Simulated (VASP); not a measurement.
# ZrC (P6_3/mmc) in VASP: notebook, part 2 of 2

VASP 6.6.1.

## Step 5: Relaxation of cell and atoms, PBEsol, target pressure 45 GPa, at which the enthalpy is minimised

File INCAR:

```
  PREC = Accurate
  ENCUT = 600
  EDIFF = 1E-6
  ISMEAR = 1
  SIGMA = 0.05
  LREAL = F
  LASPH = T
  NELM = 80
  ALGO = Normal
  ISIF = 3
  LWAVE = F
  LCHARG = F
  GGA = PS
  IBRION = 2
  NSW = 80
  EDIFFG = -0.02
  PSTRESS = 450.0
```

File KPOINTS:

```
regular mesh
0
Gamma
  8 8 4
```

File POSCAR:

```
ZrC
1.0
    3.3914760000      0.0000000000      0.0000000000
   -1.6957380000      2.9371050000      0.0000000000
    0.0000000000      0.0000000000      5.2900530000
Zr C
2 2
Direct
    0.3333333333      0.6666666667      0.2500000000
    0.6666666667      0.3333333333      0.7500000000
    0.0000000000      0.0000000000      0.0000000000
    0.0000000000      0.0000000000      0.5000000000
```

Potentials or basis: VASP PAW PBE potentials, release 64 (Zr_sv, C).

The run is started by

```console
$ cat potpaw_PBE.64/Zr_sv/POTCAR potpaw_PBE.64/C/POTCAR > POTCAR
$ mpirun -np 1 vasp_std > vasp.out
```

OUTCAR:

```text
PREC = Accurate
   ENCUT = 600
   EDIFF = 1E-6
   ISMEAR = 1
   LREAL = F
   LASPH = T
   NELM = 80
   ISIF = 3
   GGA = PS
   IBRION = 2
   NSW = 80
   EDIFFG = -0.02
   PSTRESS = 450.0

 ion  position               nearest neighbor table
   1  0.333  0.667  0.250-   3 2.36   4 2.36   3 2.36   4 2.36   3 2.36   4 2.36   2 3.29   2 3.29
                             2 3.29   2 3.29   2 3.29   2 3.29
   2  0.667  0.333  0.750-   3 2.36   4 2.36   3 2.36   4 2.36   3 2.36   4 2.36   1 3.29   1 3.29
                             1 3.29   1 3.29   1 3.29   1 3.29
   3  0.000  0.000  0.000-   1 2.36   2 2.36   2 2.36   1 2.36   2 2.36   1 2.36
   4  0.000  0.000  0.500-   1 2.36   2 2.36   2 2.36   1 2.36   2 2.36   1 2.36

  LATTYP: Found a hexagonal cell.
 ALAT       =     3.3914760000
 C/A-ratio  =     1.5598084728

  Lattice vectors:

 A1 = (   3.3914760000,   0.0000000000,   0.0000000000)
 A2 = (  -1.6957380000,   2.9371050000,   0.0000000000)
 A3 = (   0.0000000000,   0.0000000000,   5.2900530000)

Analysis of symmetry for initial positions (statically):
=====================================================================
 Subroutine PRICEL returns:
 Original cell was already a primitive cell.

 Routine SETGRP: Setting up the symmetry group for a
 hexagonal supercell.

 Subroutine GETGRP returns: Found 24 space group operations
 (whereof 12 operations were pure point group operations)
 out of a pool of 24 trial point group operations.

The static configuration has the point symmetry D_3d.
 The point group associated with its full space group is D_6h.

Analysis of symmetry for dynamics (positions and initial velocities):
=====================================================================
 Subroutine PRICEL returns:
 Original cell was already a primitive cell.

 Routine SETGRP: Setting up the symmetry group for a
 hexagonal supercell.

 Subroutine GETGRP returns: Found 24 space group operations
 (whereof 12 operations were pure point group operations)
 out of a pool of 24 trial point group operations.

The dynamic configuration has the point symmetry D_3d.
 The point group associated with its full space group is D_6h.

 Subroutine INISYM returns: Found 24 space group operations
 (whereof 12 operations are pure point group operations),
 and found     1 'primitive' translations

----------------------------------------------------------------------------------------

                                     Primitive cell

  volume of cell :      52.6949

  direct lattice vectors                    reciprocal lattice vectors
     3.391476000  0.000000000  0.000000000     0.294856871  0.170235657  0.000000000
    -1.695738000  2.937105000  0.000000000     0.000000000  0.340471314  0.000000000
     0.000000000  0.000000000  5.290053000     0.000000000  0.000000000  0.189034023

  length of vectors
     3.391476000  3.391476544  5.290053000     0.340471369  0.340471314  0.189034023

  position of ions in fractional coordinates (direct lattice)
     0.333333333  0.666666667  0.250000000
     0.666666667  0.333333333  0.750000000
     0.000000000  0.000000000  0.000000000
     0.000000000  0.000000000  0.500000000

  ion indices of the primitive-cell ions
   primitive index   ion index
                 1           1
                 2           2
                 3           3
                 4           4

----------------------------------------------------------------------------------------

 KPOINTS: regular mesh

Automatic generation of k-mesh.
 Grid dimensions read from file:
 generate k-points for:    8    8    4

 Generating k-lattice:

  Cartesian coordinates                     Fractional coordinates (reciprocal lattice)
     0.036857109  0.021279457  0.000000000     0.125000000  0.000000000  0.000000000
     0.000000000  0.042558914  0.000000000     0.000000000  0.125000000  0.000000000
     0.000000000  0.000000000  0.047258506     0.000000000  0.000000000  0.250000000

  Length of vectors
     0.042558921  0.042558914  0.047258506

  Shift w.r.t. Gamma in fractional coordinates (k-lattice)
     0.000000000  0.000000000  0.000000000

 Subroutine IBZKPT returns following result:
 ===========================================

 Found     30 irreducible k-points:

 Following reciprocal coordinates:
            Coordinates               Weight
  0.000000  0.000000  0.000000      1.000000
  0.125000  0.000000  0.000000      6.000000
  0.250000  0.000000  0.000000      6.000000
  0.375000 -0.000000  0.000000      6.000000
  0.500000  0.000000  0.000000      3.000000
  0.125000  0.125000  0.000000      6.000000
[... 16 lines left out ...]
  0.250000  0.000000  0.500000      6.000000
  0.375000 -0.000000  0.500000      6.000000
 [... further k-points ...]
   k-points           NKPTS =     30   k-points in BZ     NKDIM =     30   number of bands    NBANDS=     20
   number of dos      NEDOS =    301   number of ions     NIONS =      4
   total plane-waves  NPLWV =  32928
   dimension x,y,z NGX =    28 NGY =   28 NGZ =   42
   dimension x,y,z NGXF=    56 NGYF=   56 NGZF=   84
   ions per type =               2   2
   NGX,Y,Z   is equivalent  to a cutoff of  13.73, 13.73, 13.20 a.u.
   NGXF,Y,Z  is equivalent  to a cutoff of  27.45, 27.45, 26.40 a.u.
 SYSTEM =  unknown system
   PREC   = accura    normal or accurate (medium, high low for compatibility)
   ISTART =      0    job   : 0-new  1-cont  2-samecut
   ICHARG =      2    charge: 1-file 2-atom 10-const
   ISPIN  =      1    spin polarized calculation?
   LNONCOLLINEAR =      F non collinear calculations
   LSORBIT =      F    spin-orbit coupling
   LASPH  =      T    aspherical Exc in radial PAW
   ENCUT  =  600.0 eV  44.10 Ry    6.64 a.u.   6.77  6.77 10.57*2*pi/ulx,y,z
   NELM   =     80;   NELMIN=  2; NELMDL= -5     # of ELM steps
   EDIFF  = 0.1E-05   stopping-criterion for ELM
   LREAL  =      F    real-space projection
   EDIFFG = -.2E-01   stopping-criterion for IOM
   NSW    =     80    number of steps for IOM
   IBRION =      2    ionic relax: 0-MD 1-quasi-New 2-CG
   NFREE  =      1    steps in history (QN), initial steepest desc. (CG)
   ISIF   =      3    stress and relaxation
   ISYM   =      2    0-nonsym 1-usesym 2-fastsym
   POTIM  = 0.5000    time-step for ionic-motion
   TEBEG  =    0.0;   TEEND  =   0.0 temperature during run
   PSTRESS=  450.0 pullay stress
   NELECT =      32.0000    total number of electrons
   NUPDOWN=      -1.0000    fix difference up-down
   EMIN   =  10.00;   EMAX   =-10.00  energy-range for DOS
   EFERMI =   0.00;   METHOD = LEGACY
   ISMEAR =     1;   SIGMA  =   0.05  broadening in eV -4-tet -1-fermi 0-gaus
   EFERMI_NEDOS =   21; number of points for ismear=-14 and -15
   IALGO  =     38    algorithm
   IMIX   =      4    mixing-type and parameters
     AMIX     =   0.40;   BMIX     =  1.00
     AMIX_MAG =   1.60;   BMIX_MAG =  1.00
  volume/ion in A,a.u.               =      13.17        88.90
  Fermi-wavevector in a.u.,A,eV,Ry     =   1.386337  2.619797 26.149440  1.921930
  Thomas-Fermi vector in A             =   2.510662
   LORBIT       =      0    0 simple, 1 ext, 2 COOP (PROOUT), +10 PAW based schemes
   GGA     = PS    functional components
   LHFCALC =     F    Hartree Fock is set to
   AEXX    =    0.0000 exact exchange contribution
   IVDW    =     0    specifies the selected vdW correction
   LEPSILON=     F    determine dielectric tensor
   LRPA    =     F    only Hartree local field effects (RPA)
 conjugate gradient relaxation of ions
 non-spin polarized calculation
 Methfessel and Paxton  Order N= 1 SIGMA  =   0.05
  energy-cutoff  :      600.00
  volume of cell :       52.69
 maximum number of plane-waves:      1775
 NGX is ok and might be reduce to    28
   NGX = 13   NGY = 13   NGZ = 21

--------------------------------------- Ionic step        1  -------------------------------------------

 number of electron      32.0000001 magnetization

 Free energy of the ion-electron system (eV)
  ---------------------------------------------------
  ext. energy  EPLUGINS =         0.00000000
  ---------------------------------------------------
  free energy    TOTEN  =       -40.45580417 eV

  energy without entropy =      -40.45455240  energy(sigma->0) =      -40.45538692

 E-fermi :   9.6817     XC(G=0): -12.2050

 val. band max:        9.6734236696   @ k =   0.1250   0.1250   0.2500
 cond. band min:       9.6848675215   @ k =   0.2500   0.2500   0.2500
 fundamental gap:      0.0114438519
 Fermi energy:         9.6816862793

 k-point     1 :       0.0000    0.0000    0.0000
  band No.  band energies     occupation
      1     -38.6115      2.00000
      2     -38.4969      2.00000
      3     -17.1976      2.00000
      4     -16.4967      2.00000
      5     -16.4967      2.00000
      6     -16.3977      2.00000
[... 658 lines left out ...]
  energy  without entropy=      -40.1151865641  energy(sigma->0) =      -40.11517284

  enthalpy is  TOTEN    =       -27.1503454530 eV   P V=       12.9648205238

[... ionic steps 4 to 7 ...]

--------------------------------------- Ionic step        8  -------------------------------------------

 number of electron      32.0000001 magnetization

------------------------ aborting loop because EDIFF is reached ----------------------------------------
[... 75 lines left out ...]
--------------------------------------- Ionic step       10  -------------------------------------------

 number of electron      32.0000001 magnetization

 Free energy of the ion-electron system (eV)
  ---------------------------------------------------
  ext. energy  EPLUGINS =         0.00000000
  ---------------------------------------------------
  free energy    TOTEN  =       -39.65434886 eV

  energy without entropy =      -39.65429623  energy(sigma->0) =      -39.65433131

 E-fermi :  11.8044     XC(G=0): -13.1057

 val. band max:       11.6789297719   @ k =   0.1250   0.1250   0.2500
 cond. band min:      11.8331226261   @ k =   0.2500   0.2500   0.2500
 fundamental gap:      0.1541928542
 Fermi energy:        11.8043930459

 k-point     1 :       0.0000    0.0000    0.0000
  band No.  band energies     occupation
      1     -35.8330      2.00000
      2     -35.5921      2.00000
      3     -14.9402      2.00000
      4     -13.6050      2.00000
      5     -13.6050      2.00000
      6     -13.4526      2.00000
[... 578 lines left out ...]
  energy  without entropy=      -39.6542962272  energy(sigma->0) =      -39.65433131

  enthalpy is  TOTEN    =       -27.2807064495 eV   P V=       12.3736424087

 reached required accuracy - stopping structural energy minimisation
```

OSZICAR:

```text
N       E                     dE             d eps       ncg     rms          rms(c)
DAV:   1     0.290949584066E+03    0.29095E+03   -0.18868E+04  1200   0.180E+03
DAV:   2    -0.167816189670E+02   -0.30773E+03   -0.29776E+03  1312   0.452E+02
[... 100 lines left out ...]
DAV:   1    -0.396628490730E+02   -0.10825E+00   -0.38550E-01  1204   0.658E+00    0.170E+00
DAV:   2    -0.396567676043E+02    0.60815E-02   -0.35710E-02  1448   0.172E+00    0.581E-01
DAV:   3    -0.396539859656E+02    0.27816E-02   -0.10526E-02  1868   0.837E-01    0.195E-01
DAV:   4    -0.396541845022E+02   -0.19854E-03   -0.73696E-04  1460   0.163E-01    0.781E-02
DAV:   5    -0.396543110864E+02   -0.12658E-03   -0.37640E-04  1840   0.104E-01    0.512E-02
DAV:   6    -0.396543483919E+02   -0.37306E-04   -0.66777E-05  1932   0.464E-02    0.151E-02
DAV:   7    -0.396543488581E+02   -0.46619E-06   -0.17425E-06   772   0.116E-02
  10 F= -.27280706E+02 E0= -.27280689E+02  d E =-.498110E-03
```

Run time: 2.2 min. Hardware: 1 thread of Intel Xeon 6975P-C (Granite Rapids), shared host; peak memory 0.2 GiB.

Results:

```
Free energy                                                : -39.6543 eV
Relaxed volume                                             : 11.01 Å³/atom
Relaxed cell                                               : a = 3.182 Å, b = 3.182 Å, c = 5.026 Å, α = 90.00°, β = 90.00°, γ = 120.00°
Space group after relaxing (to 0.1 Å)                      : P6_3/mmc (No. 194)
Energy change on relaxing (the run minimises the enthalpy) : +200.4 meV/atom
Ionic steps                                                : 10
Pressure after relaxing                                    : 45.0 GPa
Band gap on the k mesh                                     : zero (bands 16 and 17 overlap by 0.98 eV)
```

The path:
```tsv
step	energy change (eV)	largest force (eV/Å)	pressure (GPa)	volume (Å³)
1	0.0000	0.0000	-7.57	52.69
2	24.7111	0.0000	516.88	26.12
3	0.3406	0.0000	27.72	46.16
4	0.6299	0.0000	39.14	44.72
5	0.8095	0.0000	45.19	44.03
6	0.7642	0.0000	43.71	44.20
7	0.7643	0.0000	43.78	44.19
8	0.7648	0.0000	43.80	44.19
9	0.9012	0.0000	48.19	43.71
10	0.8015	0.0000	45.02	44.06
```

Final structure:
```
CELL_PARAMETERS angstrom
3.18153 0.00000 0.00000
-1.59076 2.75528 0.00000
0.00000 0.00000 5.02567
ATOMIC_POSITIONS crystal
Zr 0.33333 0.66667 0.25000
Zr 0.66667 0.33333 0.75000
C 0.00000 0.00000 0.00000
C 0.00000 0.00000 0.50000
```

Caveat: the cell is relaxed towards a set pressure, so the run minimises the enthalpy, not the energy; the volume moved by over 15 % at a fixed basis, so the end points are rough; the PAW data sets were made with another functional, which shifts forces and pressure a little.

## Step 6: Overview

| cell | gap on the mesh (eV) | pressure (GPa) |
| --- | --- | --- |
| relaxed | none | 0.0 |
| relaxed to 15 GPa | none | 15.2 |
| relaxed to 30 GPa | none | 30.0 |
| relaxed to 45 GPa | none | 45.0 |

Alike in all rows: task relaxation of cell and atoms; level PBEsol; potentials or basis VASP PAW PBE potentials, release 64 (Zr_sv, C); no spin polarisation; k mesh 8 × 8 × 4; cutoff (eV) 600; smearing methfessel-paxton 0.05 eV.

Caveats: the PAW data sets were made with another functional, which shifts forces and pressure a little; the cell is relaxed towards a set pressure, so the run minimises the enthalpy, not the energy (at least some runs); the volume moved by over 15 % at a fixed basis, so the end points are rough (at least some runs).

Absolute energies hang on the potentials; compare differences alone.
